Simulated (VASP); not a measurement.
# Pt (P6_3/mmc) in VASP: a series of runs

Pt is run at these levels: BLYP; tasks: single point.

Program: VASP 6.6.1. These are calculated values, not measurements. Logs are shortened: lines on timing, memory, paths and dates and some standing lists are left out, and cuts for length are marked.

**1. The cell of the first run**

It takes space group P6_3/mmc (No. 194, hexagonal). The conventional cell has a = 2.737 Å, b = 2.737 Å, c = 4.762 Å, α = 90.00°, β = 90.00°, γ = 120.00°. Within 3.6 Å of Pt (site symmetry -6m2) lie 12 Pt at 2.74 to 2.86 Å.

This isn't the form of Pt at room conditions, which is fcc.

**2. Single point, BLYP (15.44 Å³/atom)**

INCAR

```
SYSTEM = Pt
PREC = Accurate
ENCUT = 570
EDIFF = 1E-6
ISMEAR = -1
SIGMA = 0.1
LREAL = .False.
LASPH = .True.
NELM = 120
ALGO = Normal
ISIF = 2
LWAVE = .False.
LCHARG = .False.
GGA = B5
ALDAX = 1.0
AGGAX = 1.0
AGGAC = 1.0
ALDAC = 0.0
NBANDS = 25
GGA_COMPAT = .False.
```

KPOINTS

```
Automatic mesh
0
Gamma
  14 14 7
  0 0 0
```

POSCAR

```
Pt
1.0
    2.7366128529      0.0000000000      0.0000000000
   -1.3683064265      2.3699762509      0.0000000000
    0.0000000000      0.0000000000      4.7617520445
Pt
2
Direct
    0.3333333333      0.6666666667      0.2500000000
    0.6666666667      0.3333333333      0.7500000000
```

Potentials or basis: VASP PAW PBE potentials, release 64 (Pt_sv_GW).

The run is started by

```
> cat potpaw_PBE.64/Pt_sv_GW/POTCAR > POTCAR
> mpirun -np 1 vasp_std > vasp.out
```

OUTCAR:

```text
SYSTEM = Pt
   PREC = Accurate
   ENCUT = 570
   EDIFF = 1E-6
   ISMEAR = -1
   LREAL = .False.
   LASPH = .True.
   NELM = 120
   ISIF = 2
   GGA = B5

 ion  position               nearest neighbor table
   1  0.333  0.667  0.250-   2 2.86   2 2.86   2 2.86   2 2.86   2 2.86   2 2.86
   2  0.667  0.333  0.750-   1 2.86   1 2.86   1 2.86   1 2.86   1 2.86   1 2.86

  LATTYP: Found a hexagonal cell.
 ALAT       =     2.7366128529
 C/A-ratio  =     1.7400166923

  Lattice vectors:

 A1 = (   2.7366128529,   0.0000000000,   0.0000000000)
 A2 = (  -1.3683064265,   2.3699762509,   0.0000000000)
 A3 = (   0.0000000000,   0.0000000000,   4.7617520445)

Analysis of symmetry for initial positions (statically):
=====================================================================
 Subroutine PRICEL returns:
 Original cell was already a primitive cell.

 Routine SETGRP: Setting up the symmetry group for a
 hexagonal supercell.

 Subroutine GETGRP returns: Found 24 space group operations
 (whereof 12 operations were pure point group operations)
 out of a pool of 24 trial point group operations.

The static configuration has the point symmetry D_3d.
 The point group associated with its full space group is D_6h.

Analysis of symmetry for dynamics (positions and initial velocities):
=====================================================================
 Subroutine PRICEL returns:
 Original cell was already a primitive cell.

 Routine SETGRP: Setting up the symmetry group for a
 hexagonal supercell.

 Subroutine GETGRP returns: Found 24 space group operations
 (whereof 12 operations were pure point group operations)
 out of a pool of 24 trial point group operations.

The dynamic configuration has the point symmetry D_3d.
 The point group associated with its full space group is D_6h.

 Subroutine INISYM returns: Found 24 space group operations
 (whereof 12 operations are pure point group operations),
 and found     1 'primitive' translations

----------------------------------------------------------------------------------------

                                     Primitive cell

  volume of cell :      30.8833

  direct lattice vectors                    reciprocal lattice vectors
     2.736612853  0.000000000  0.000000000     0.365415224  0.210972578  0.000000000
    -1.368306427  2.369976251  0.000000000     0.000000000  0.421945156  0.000000000
     0.000000000  0.000000000  4.761752044     0.000000000  0.000000000  0.210006735

  length of vectors
[... 80 lines left out ...]
   ENCUT  =  570.0 eV  41.89 Ry    6.47 a.u.   5.33  5.33  9.27*2*pi/ulx,y,z
   NELM   =    120;   NELMIN=  2; NELMDL= -5     # of ELM steps
   EDIFF  = 0.1E-05   stopping-criterion for ELM
   LREAL  =      F    real-space projection
   EDIFFG = 0.1E-04   stopping-criterion for IOM
   NSW    =      0    number of steps for IOM
   IBRION =     -1    ionic relax: 0-MD 1-quasi-New 2-CG
   NFREE  =      0    steps in history (QN), initial steepest desc. (CG)
   ISIF   =      2    stress and relaxation
   ISYM   =      2    0-nonsym 1-usesym 2-fastsym
   POTIM  = 0.5000    time-step for ionic-motion
   TEBEG  =    0.0;   TEEND  =   0.0 temperature during run
   PSTRESS=    0.0 pullay stress
   NELECT =      36.0000    total number of electrons
   NUPDOWN=      -1.0000    fix difference up-down
   EMIN   =  10.00;   EMAX   =-10.00  energy-range for DOS
   EFERMI =   0.00;   METHOD = LEGACY
   ISMEAR =    -1;   SIGMA  =   0.10  broadening in eV -4-tet -1-fermi 0-gaus
   EFERMI_NEDOS =   21; number of points for ismear=-14 and -15
   IALGO  =     38    algorithm
   IMIX   =      4    mixing-type and parameters
     AMIX     =   0.40;   BMIX     =  1.00
     AMIX_MAG =   1.60;   BMIX_MAG =  1.00
  volume/ion in A,a.u.               =      15.44       104.21
  Fermi-wavevector in a.u.,A,eV,Ry     =   1.722930  3.255865 40.388726  2.968488
  Thomas-Fermi vector in A             =   2.798902
   LORBIT       =      0    0 simple, 1 ext, 2 COOP (PROOUT), +10 PAW based schemes
   GGA     = B5    functional components
   LHFCALC =     F    Hartree Fock is set to
   AEXX    =    0.0000 exact exchange contribution
   IVDW    =     0    specifies the selected vdW correction
   LEPSILON=     F    determine dielectric tensor
   LRPA    =     F    only Hartree local field effects (RPA)
 non-spin polarized calculation
  energy-cutoff  :      570.00
  volume of cell :       30.88
 maximum number of plane-waves:       991
 NGX is ok and might be reduce to    24
   NGX = 11   NGY = 11   NGZ = 19

 number of electron      36.0000001 magnetization

 Free energy of the ion-electron system (eV)
  ---------------------------------------------------
  ext. energy  EPLUGINS =         0.00000000
  ---------------------------------------------------
  free energy    TOTEN  =        -9.90107266 eV

  energy without entropy =       -9.79261907  energy(sigma->0) =       -9.84684587

 E-fermi :  10.8542     XC(G=0): -13.2481

 val. band max:       10.8541356302   @ k =   0.4286   0.0714   0.2857
 cond. band min:      10.8899734567   @ k =   0.4286   0.1429   0.4286
 fundamental gap:      0.0358378265
 Fermi energy:        10.8541688620

 k-point     1 :       0.0000    0.0000    0.0000
  band No.  band energies     occupation
      1     -87.0736      2.00000
      2     -87.0512      2.00000
      3     -41.6242      2.00000
      4     -41.3851      2.00000
      5     -41.3851      2.00000
      6     -41.3414      2.00000
[... 661 lines left out ...]
     24      23.1210      0.00000
     25      24.6727      0.00000

 [... further k-points ...]

------------------------ aborting loop because EDIFF is reached ----------------------------------------

  FORCE on cell =-STRESS in cart. coord.  units (eV):
  Direction    XX          YY          ZZ          XY          YZ          ZX
  --------------------------------------------------------------------------------------
  -------------------------------------------------------------------------------------
  Total        4.1113880      4.1113880      3.4001472     -0.0000000      0.0000000     -0.0000000
  in kB      213.2921677    213.2921677    176.3941440     -0.0000000      0.0000000     -0.0000000
  external PRESSURE =     200.9928265 kB  Pullay stress =       0.0000000 kB

 VOLUME and BASIS-vectors are now :
 -----------------------------------------------------------------------------
  energy-cutoff  :      570.00
  volume of cell :       30.88
      direct lattice vectors                 reciprocal lattice vectors
     2.736612853  0.000000000  0.000000000     0.365415224  0.210972578  0.000000000
    -1.368306427  2.369976251  0.000000000     0.000000000  0.421945156  0.000000000
     0.000000000  0.000000000  4.761752044     0.000000000  0.000000000  0.210006735

 POSITION                                       TOTAL-FORCE (eV/Angst)
 -----------------------------------------------------------------------------------
     -0.00000      1.57998      1.19044         0.000000     -0.000000      0.000000
      1.36831      0.78999      3.57131        -0.000000      0.000000      0.000000
 -----------------------------------------------------------------------------------
    total drift:                                0.000000     -0.000000      0.000000

  FREE ENERGIE OF THE ION-ELECTRON SYSTEM (eV)
  ---------------------------------------------------
  free  energy   TOTEN  =        -9.9010726650 eV

  energy  without entropy=       -9.7926190735  energy(sigma->0) =       -9.84684587
```

stdout:

```text
POSCAR found type information on POSCAR Pt
 POSCAR found :  1 types and       2 ions
 scaLAPACK will be used
 -----------------------------------------------------------------------------
|                                                                             |
|                                                                             |
|     You enforced a specific xc type in the INCAR file but a different       |
|     I HOPE YOU KNOW WHAT YOU ARE DOING!                                     |
|                                                                             |
 -----------------------------------------------------------------------------

 LDA part: xc-table for (Slater(with rela. corr.)+VWN5), standard interpolation
 POSCAR, INCAR and KPOINTS ok, starting setup
 FFT: planning ... GRIDC
 FFT: planning ... GRID_SOFT
 FFT: planning ... GRID
 WAVECAR not read
 entering main loop
```

Run time: 32 s. Hardware: 1 thread of Intel Xeon 6975P-C (Granite Rapids), shared host; peak memory 0.21 GiB.

Results:

| Property | Result |
| --- | --- |
| Free energy | -9.9011 eV |
| Pressure | 20.1 GPa |
| Band gap on the k mesh | zero (bands 18 and 19 overlap by 1.32 eV) |

Caveat: the cell stands under pressure; the PAW data sets were made with another functional, which shifts forces and pressure a little; spin-orbit coupling is left out, which moves the levels of the heavy elements.

[end of part 1 of 2]

The gap in the log of VASP goes by the Fermi energy; the results here count the filled bands.